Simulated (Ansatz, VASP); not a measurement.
# SrO in VASP and in Ansatz

```
CELL_PARAMETERS angstrom
-0.05140 2.54410 2.54410
2.54410 -0.05140 2.54410
2.54410 2.54410 -0.05140
ATOMIC_POSITIONS crystal
Sr 0.00000 0.00000 0.00000
O 0.50000 0.50000 0.50000
```

Change from the starting cell: equal xy, yz and zx shear strains of -2 %, crystal datasets.

Alike in both runs: task electric field gradients; functional PBEsol; k mesh 8 × 8 × 8; occupations fermi-dirac, width 0.03 eV; no spin polarisation.

```csv
,VASP,Ansatz
version,VASP 6.6.1,Ansatz 0.2.0
potentials or method,"VASP PAW PBE potentials, release 64 (Sr_sv, O), cutoff 520 eV","all-electron PAW with datasets made for the crystal, scalar-relativistic"
```

|  | VASP | Ansatz | Ansatz less VASP |
| --- | --- | --- | --- |
| gap on the k mesh at the Fermi level (eV) | 3.11 | 3.15 | +0.046 |
| pressure (GPa) | -0.3 | -0.9 | -0.61 |
| traceless stress, the component that is largest in VASP (GPa) | 1.04 | 1.04 | +0.002 |
| size of Vzz on the site where it differs most (V/Å²) | 14.8 | 14.7 | -0.11 |

VASP's potentials were made for PBE, not for PBEsol. Ansatz ran all-electron here, and VASP with PAW potentials.
